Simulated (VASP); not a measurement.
A run of VASP 6.6.1 is set up as follows.

File INCAR:

```
SYSTEM = CaSe
PREC     = Accurate       ! precision mode
ENCUT    = 520            ! plane-wave cutoff, eV
EDIFF    = 1E-6           ! SCF threshold, eV
ISMEAR   = 0              ! smearing method
SIGMA    = 0.1            ! smearing width, eV
LREAL    = .FALSE.        ! projectors in reciprocal space
LASPH    = .TRUE.         ! aspherical terms in the spheres
NELM     = 60             ! most SCF steps
ALGO     = Normal         ! electronic algorithm
ISIF     = 2              ! what is computed and relaxed
LWAVE    = .FALSE.        ! write WAVECAR
LCHARG   = .FALSE.        ! write CHGCAR
GGA      = PE             ! functional
NBANDS   = 15             ! bands
```

File KPOINTS:

```
Automatic mesh
0
G
  6 6 4
  0 0 0
```

Contents of POSCAR:

```
CaSe
1.0
    3.5016167000      0.0000000000      0.0000000000
    0.0000000000      3.5016167000      0.0000000000
    0.0000000000      0.0000000000      4.4090174000
Ca Se
1 1
Direct
    0.5000000000      0.5000000000      0.5233544100
    0.5000000000      0.5000000000      0.9873053800
```

Potentials or basis: VASP PAW PBE potentials, release 64 (Ca_sv, Se).

Command:

```sh
$ cat potpaw_PBE.64/Ca_sv/POTCAR potpaw_PBE.64/Se/POTCAR > POTCAR
$ mpirun -np 1 vasp_std > vasp.out
```

(1) Estimate the largest force.

(2) Estimate the band gap on the k mesh.

(3) Estimate the pressure.

Answers

(1) 7.953 eV/Å.

(2) zero (bands 8 and 9 overlap by 1.41 eV).

(3) 37.6 GPa.

Caveat: the stress differs along the axes, from 8 to 96 GPa; forces of over 1 eV/Å act on the atoms, so gaps and moduli don't describe the material at rest.
